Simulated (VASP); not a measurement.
Hg2O:

```
Hg O
1.0
     3.42492   -3.49151    0.00000
     3.42492    3.49151    0.00000
     0.00000    0.00000    6.72590
Hg O
4 2
Cartesian
  0.0000 0.0000 3.3630
  0.0000 0.0000 0.0000
  3.4249 0.4649 1.6815
  3.4249 -0.4649 5.0444
  3.4249 2.3802 5.0444
  3.4249 -2.3802 1.6815
```

The cell was generated, and may not be a known phase.

```yaml
Program: VASP 6.6.1
Task: relaxation of cell and atoms
Functional: PBE
Potentials_or_basis: VASP PAW PBE potentials, release 64 (Hg, O)
Cutoff: 600 eV
k_mesh: 6 × 6 × 4
Occupations: gaussian, width 0.02 eV
Spin: no spin polarisation
```

At the start: pressure 0.9 GPa; volume 26.81 Å³/atom.

Q: Where does the relaxation end?

A: Over 13 steps the energy falls by 2.6 meV/atom and the volume is 27.72 Å³/atom (+3.4 %); space group Cmcm (No. 63, to 0.1 Å) before and after.

The path:
| step | energy change (eV) | largest force (eV/Å) | pressure (GPa) | volume (Å³) |
| --- | --- | --- | --- | --- |
| 1 | 0.0000 | 0.2911 | 0.86 | 160.86 |
| 2 | -0.0044 | 0.1519 | -0.53 | 164.24 |
| 3 | -0.0092 | 0.0294 | 0.02 | 162.79 |
| 4 | -0.0100 | 0.0270 | 0.04 | 162.96 |
| 5 | -0.0121 | 0.0186 | 0.02 | 163.46 |
| 6 | -0.0146 | 0.0078 | 0.03 | 164.44 |
| 7 | -0.0136 | 0.0259 | 0.10 | 166.34 |
| 8 | -0.0151 | 0.0063 | 0.05 | 165.16 |
| 9 | -0.0149 | 0.0676 | -0.16 | 166.02 |
| 10 | -0.0152 | 0.0253 | -0.01 | 165.43 |
| 11 | -0.0154 | 0.0155 | -0.01 | 165.81 |
| 12 | -0.0154 | 0.0104 | -0.01 | 165.98 |
| 13 | -0.0154 | 0.0016 | -0.01 | 166.32 |

Final structure:
```
Hg O
1.0
     3.55275   -3.45620    0.00000
     3.55275    3.45620    0.00000
     0.00000    0.00000    6.77249
Hg O
4 2
Direct
  0.00000 0.00000 0.50000
  0.00000 0.00000 0.00000
  0.43585 0.56415 0.25000
  0.56415 0.43585 0.75000
  0.16271 0.83729 0.75000
  0.83729 0.16271 0.25000
```
